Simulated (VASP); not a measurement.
# Fe (Im-3m) in VASP: relaxation of cell and atoms with PBE

Aim: the relaxation of cell and atoms of Fe with PBE.

Everything below comes from runs of VASP 6.6.1. Logs are shortened: lines on timing, memory, paths and dates and some standing lists are left out, and cuts for length are marked.

**1. The cell of the first run**

It takes space group Im-3m (No. 229, cubic). The conventional cell has a = 2.863 Å, b = 2.863 Å, c = 2.863 Å, α = 90.00°, β = 90.00°, γ = 90.00°. Within 3.3 Å of Fe (site symmetry m-3m) lie 14 Fe at 2.48 to 2.86 Å.

**2. Relaxation of cell and atoms, PBE, collinear spin, ferromagnetic start**

File INCAR:

```
SYSTEM = Fe
PREC = Accurate
ENCUT = 600
EDIFF = 1E-6
ISMEAR = 0
SIGMA = 0.1
LREAL = .False.
LASPH = .True.
NELM = 150
ALGO = Normal
ISIF = 3
LWAVE = .False.
LCHARG = .False.
ISPIN = 2
MAGMOM = 2.65
LORBIT = 11
LMAXMIX = 4
GGA = PE
IBRION = 2
NSW = 100
EDIFFG = -0.005
```

File KPOINTS:

```
regular mesh
0
Gamma
  20 20 20
  0 0 0
```

File POSCAR:

```
Fe
1.0
   -1.4315177500      1.4315177500      1.4315177500
    1.4315177500     -1.4315177500      1.4315177500
    1.4315177500      1.4315177500     -1.4315177500
Fe
1
Direct
    0.0000000000      0.0000000000      0.0000000000
```

Potentials or basis: VASP PAW PBE potentials, release 64 (Fe).

The run is started by

```bash
$ cat potpaw_PBE.64/Fe/POTCAR > POTCAR
$ mpirun -np 1 vasp_std > vasp.out
```

OUTCAR:

```text
SYSTEM = Fe
   PREC = Accurate
   ENCUT = 600
   EDIFF = 1E-6
   ISMEAR = 0
   LREAL = .False.
   LASPH = .True.
   NELM = 150
   ISIF = 3
   ISPIN = 2
   LORBIT = 11
   GGA = PE
   IBRION = 2
   NSW = 100
   EDIFFG = -0.005

 ion  position               nearest neighbor table
   1  0.000  0.000  0.000-

  LATTYP: Found a body centered cubic cell.
 ALAT       =     2.8630355000

  Lattice vectors:

 A1 = (  -1.4315177500,   1.4315177500,   1.4315177500)
 A2 = (   1.4315177500,  -1.4315177500,   1.4315177500)
 A3 = (   1.4315177500,   1.4315177500,  -1.4315177500)

Analysis of symmetry for initial positions (statically):
=====================================================================
 Subroutine PRICEL returns:
 Original cell was already a primitive cell.

 Routine SETGRP: Setting up the symmetry group for a
 body centered cubic supercell.

 Subroutine GETGRP returns: Found 48 space group operations
 (whereof 48 operations were pure point group operations)
 out of a pool of 48 trial point group operations.

The static configuration has the point symmetry O_h .

Analysis of symmetry for dynamics (positions and initial velocities):
=====================================================================
 Subroutine PRICEL returns:
 Original cell was already a primitive cell.

 Routine SETGRP: Setting up the symmetry group for a
 body centered cubic supercell.

 Subroutine GETGRP returns: Found 48 space group operations
 (whereof 48 operations were pure point group operations)
 out of a pool of 48 trial point group operations.

The dynamic configuration has the point symmetry O_h .

Analysis of structural, dynamic, and magnetic symmetry:
=====================================================================
 Subroutine PRICEL returns:
 Original cell was already a primitive cell.

 Routine SETGRP: Setting up the symmetry group for a
 body centered cubic supercell.

 Subroutine GETGRP returns: Found 48 space group operations
 (whereof 48 operations were pure point group operations)
 out of a pool of 48 trial point group operations.

The overall configuration has the point symmetry O_h .

 Subroutine INISYM returns: Found 48 space group operations
 (whereof 48 operations are pure point group operations),
 and found     1 'primitive' translations

----------------------------------------------------------------------------------------

                                     Primitive cell

  volume of cell :      11.7341

  direct lattice vectors                    reciprocal lattice vectors
    -1.431517750  1.431517750  1.431517750     0.000000000  0.349279637  0.349279637
     1.431517750 -1.431517750  1.431517750     0.349279637  0.000000000  0.349279637
     1.431517750  1.431517750 -1.431517750     0.349279637  0.349279637  0.000000000

  length of vectors
     2.479461475  2.479461475  2.479461475     0.493956000  0.493956000  0.493956000

  position of ions in fractional coordinates (direct lattice)
     0.000000000  0.000000000  0.000000000

  ion indices of the primitive-cell ions
   primitive index   ion index
                 1           1

----------------------------------------------------------------------------------------

 KPOINTS: regular mesh

Automatic generation of k-mesh.
 Grid dimensions read from file:
 generate k-points for:   20   20   20

 Generating k-lattice:

  Cartesian coordinates                     Fractional coordinates (reciprocal lattice)
     0.000000000  0.017463982  0.017463982     0.050000000  0.000000000  0.000000000
     0.017463982  0.000000000  0.017463982     0.000000000  0.050000000  0.000000000
     0.017463982  0.017463982  0.000000000     0.000000000  0.000000000  0.050000000

  Length of vectors
     0.024697800  0.024697800  0.024697800

  Shift w.r.t. Gamma in fractional coordinates (k-lattice)
     0.000000000  0.000000000  0.000000000

 Subroutine IBZKPT returns following result:
 ===========================================

 Found    256 irreducible k-points:

 Following reciprocal coordinates:
            Coordinates               Weight
  0.000000  0.000000  0.000000      1.000000
  0.050000  0.000000  0.000000     12.000000
  0.100000  0.000000  0.000000     12.000000
  0.150000  0.000000  0.000000     12.000000
  0.200000  0.000000  0.000000     12.000000
  0.250000  0.000000  0.000000     12.000000
[... 16 lines left out ...]
  0.200000  0.100000  0.000000     48.000000
  0.250000  0.100000  0.000000     48.000000
 [... further k-points ...]
   k-points           NKPTS =    256   k-points in BZ     NKDIM =    256   number of bands    NBANDS=      9
   number of dos      NEDOS =    301   number of ions     NIONS =      1
   total plane-waves  NPLWV =   8000
   dimension x,y,z NGX =    20 NGY =   20 NGZ =   20
   dimension x,y,z NGXF=    40 NGYF=   40 NGZF=   40
   ions per type =               1
   NGX,Y,Z   is equivalent  to a cutoff of  13.41, 13.41, 13.41 a.u.
   NGXF,Y,Z  is equivalent  to a cutoff of  26.82, 26.82, 26.82 a.u.
 SYSTEM =  Fe
   PREC   = accura    normal or accurate (medium, high low for compatibility)
   ISTART =      0    job   : 0-new  1-cont  2-samecut
   ICHARG =      2    charge: 1-file 2-atom 10-const
   ISPIN  =      2    spin polarized calculation?
   LNONCOLLINEAR =      F non collinear calculations
   LSORBIT =      F    spin-orbit coupling
   LASPH  =      T    aspherical Exc in radial PAW
   ENCUT  =  600.0 eV  44.10 Ry    6.64 a.u.   4.95  4.95  4.95*2*pi/ulx,y,z
   NELM   =    150;   NELMIN=  2; NELMDL= -5     # of ELM steps
   EDIFF  = 0.1E-05   stopping-criterion for ELM
   LREAL  =      F    real-space projection
   EDIFFG = -.5E-02   stopping-criterion for IOM
   NSW    =    100    number of steps for IOM
   IBRION =      2    ionic relax: 0-MD 1-quasi-New 2-CG
   NFREE  =      1    steps in history (QN), initial steepest desc. (CG)
   ISIF   =      3    stress and relaxation
   ISYM   =      2    0-nonsym 1-usesym 2-fastsym
   POTIM  = 0.5000    time-step for ionic-motion
   TEBEG  =    0.0;   TEEND  =   0.0 temperature during run
   PSTRESS=    0.0 pullay stress
   NELECT =       8.0000    total number of electrons
   NUPDOWN=      -1.0000    fix difference up-down
   EMIN   =  10.00;   EMAX   =-10.00  energy-range for DOS
   EFERMI =   0.00;   METHOD = LEGACY
   ISMEAR =     0;   SIGMA  =   0.10  broadening in eV -4-tet -1-fermi 0-gaus
   EFERMI_NEDOS =   21; number of points for ismear=-14 and -15
   IALGO  =     38    algorithm
   IMIX   =      4    mixing-type and parameters
     AMIX     =   0.40;   BMIX     =  1.00
     AMIX_MAG =   1.60;   BMIX_MAG =  1.00
  volume/ion in A,a.u.               =      11.73        79.19
  Fermi-wavevector in a.u.,A,eV,Ry     =   1.440859  2.722828 28.246703  2.076074
  Thomas-Fermi vector in A             =   2.559556
   LORBIT       =     11    0 simple, 1 ext, 2 COOP (PROOUT), +10 PAW based schemes
   GGA     = PE    functional components
   LHFCALC =     F    Hartree Fock is set to
   AEXX    =    0.0000 exact exchange contribution
   IVDW    =     0    specifies the selected vdW correction
   LEPSILON=     F    determine dielectric tensor
   LRPA    =     F    only Hartree local field effects (RPA)
 conjugate gradient relaxation of ions
 spin polarized calculation
 Gauss-broadening in eV      SIGMA  =   0.10
  energy-cutoff  :      600.00
  volume of cell :       11.73
 maximum number of plane-waves:       403
   NGX =  9   NGY =  9   NGZ =  9

--------------------------------------- Ionic step        1  -------------------------------------------

 number of electron       7.9999998 magnetization       2.2507066

 Free energy of the ion-electron system (eV)
  ---------------------------------------------------
  ext. energy  EPLUGINS =         0.00000000
  ---------------------------------------------------
  free energy    TOTEN  =        -8.23794253 eV

  energy without entropy =       -8.23306922  energy(sigma->0) =       -8.23550587

------------------------ aborting loop because EDIFF is reached ----------------------------------------

  FORCE on cell =-STRESS in cart. coord.  units (eV):
  Direction    XX          YY          ZZ          XY          YZ          ZX
  --------------------------------------------------------------------------------------
  -------------------------------------------------------------------------------------
  Total       -0.4170644     -0.4170644     -0.4170644      0.0000000     -0.0000000      0.0000000
  in kB      -56.9460301    -56.9460301    -56.9460301      0.0000000     -0.0000000      0.0000000
  external PRESSURE =     -56.9460301 kB  Pullay stress =       0.0000000 kB

 VOLUME and BASIS-vectors are now :
 -----------------------------------------------------------------------------
  energy-cutoff  :      600.00
  volume of cell :       11.73
      direct lattice vectors                 reciprocal lattice vectors
    -1.431517750  1.431517750  1.431517750     0.000000000  0.349279637  0.349279637
     1.431517750 -1.431517750  1.431517750     0.349279637  0.000000000  0.349279637
     1.431517750  1.431517750 -1.431517750     0.349279637  0.349279637  0.000000000
[... 36 lines left out ...]
 POSITION                                       TOTAL-FORCE (eV/Angst)
 -----------------------------------------------------------------------------------
      0.00000      0.00000      0.00000        -0.000000      0.000000     -0.000000
 -----------------------------------------------------------------------------------
    total drift:                                0.000000     -0.000000      0.000000

  FREE ENERGIE OF THE ION-ELECTRON SYSTEM (eV)
  ---------------------------------------------------
  free  energy   TOTEN  =        -8.2400527743 eV

  energy  without entropy=       -8.2351935565  energy(sigma->0) =       -8.23762317

--------------------------------------- Ionic step        3  -------------------------------------------

 number of electron       8.0000006 magnetization       2.1950811

 Free energy of the ion-electron system (eV)
  ---------------------------------------------------
  ext. energy  EPLUGINS =         0.00000000
  ---------------------------------------------------
  free energy    TOTEN  =        -8.24491108 eV

  energy without entropy =       -8.23958106  energy(sigma->0) =       -8.24224607

 E-fermi :   5.8290     XC(G=0): -13.1221

 val. band max:        5.8279727017   @ k =  -0.4500  -0.4500   0.3000
 cond. band min:       5.8313518539   @ k =  -0.4000   0.5000   0.1500
 fundamental gap:      0.0033791522
 Fermi energy:         5.8290308057

 spin component 1

 k-point     1 :       0.0000    0.0000    0.0000
  band No.  band energies     occupation
      1      -2.6055      1.00000
      2       3.5231      1.00000
      3       3.5231      1.00000
      4       3.5231      1.00000
      5       4.7355      1.00000
      6       4.7355      1.00000
      7      30.8642      0.00000
      8      30.8642      0.00000
      9      30.8642      0.00000

 k-point     2 :       0.0500    0.0000    0.0000
  band No.  band energies     occupation
      1      -2.5015      1.00000
      2       3.4946      1.00000
      3       3.5213      1.00000
      4       3.5790      1.00000
      5       4.7066      1.00000
      6       4.7378      1.00000
      7      30.1541      0.00000
      8      30.7153      0.00000
      9      30.7879      0.00000
[... 253 lines left out ...]
 k-point    24 :       0.2500    0.1000    0.0000
  band No.  band energies     occupation
      1       0.5516      1.00000
      2       2.8063      1.00000
      3       3.2635      1.00000
      4       4.5676      1.00000
      5       4.9347      1.00000
      6       5.5408      0.99998
      7      19.5288      0.00000
      8      24.0126      0.00000
      9      27.4951      0.00000

 [... further k-points ...]

 spin component 2

 k-point     1 :       0.0000    0.0000    0.0000
  band No.  band energies     occupation
      1      -2.4373      1.00000
      2       5.4370      1.00000
      3       5.4372      1.00000
      4       5.4372      1.00000
      5       7.4929      0.00000
      6       7.4930      0.00000
      7      30.6128      0.00000
      8      30.6128      0.00000
      9      30.6128      0.00000

 k-point     2 :       0.0500    0.0000    0.0000
  band No.  band energies     occupation
      1      -2.3329      1.00000
      2       5.4028      1.00000
      3       5.4315      1.00000
      4       5.4979      1.00000
      5       7.4548      0.00000
      6       7.4954      0.00000
      7      30.0172      0.00000
      8      30.4965      0.00000
      9      30.5766      0.00000
[... 286 lines left out ...]
 POSITION                                       TOTAL-FORCE (eV/Angst)
 -----------------------------------------------------------------------------------
      0.00000      0.00000      0.00000         0.000000      0.000000      0.000000
 -----------------------------------------------------------------------------------
    total drift:                                0.000000     -0.000000      0.000000

  FREE ENERGIE OF THE ION-ELECTRON SYSTEM (eV)
  ---------------------------------------------------
  free  energy   TOTEN  =        -8.2449110769 eV

  energy  without entropy=       -8.2395810611  energy(sigma->0) =       -8.24224607

 reached required accuracy - stopping structural energy minimisation

 total charge

# of ion       s       p       d       tot
------------------------------------------
    1        0.488   0.543   6.240   7.270

 magnetization (x)

# of ion       s       p       d       tot
------------------------------------------
    1       -0.013  -0.056   2.261   2.192
```

Wall time 83 s (1 thread of Intel Xeon Platinum 8488C (Sapphire Rapids), shared host); peak memory 0.18 GiB.

Results:

```yaml
Free_energy: -8.2449 eV
Relaxed_volume: 11.35 Å³/atom
Relaxed_cell: a = 2.452 Å, b = 2.452 Å, c = 2.452 Å, α = 109.47°, β = 109.47°, γ = 109.47°
Space_group_after_relaxing_to_0.1_Å: Im-3m (No. 229)
Energy_gained_by_relaxing: 7.0 meV/atom
Ionic_steps: 3
Pressure_after_relaxing: 0.1 GPa
Net_moment: 2.20 μB per cell
Site_moments: Fe +2.19 μB
Valence_electrons_inside_the_program's_atomic_spheres: Fe 7.27
```

Step by step:
| step | energy change (eV) | largest force (eV/Å) | pressure (GPa) | volume (Å³) |
| --- | --- | --- | --- | --- |
| 1 | 0.0000 | 0.0000 | -5.69 | 11.73 |
| 2 | -0.0021 | 0.0000 | 5.16 | 11.04 |
| 3 | -0.0070 | 0.0000 | 0.05 | 11.35 |

Final structure:
```
Fe
1.0
    -1.41574    1.41574    1.41574
     1.41574   -1.41574    1.41574
     1.41574    1.41574   -1.41574
Fe
1
Direct
  0.00000 0.00000 0.00000
```
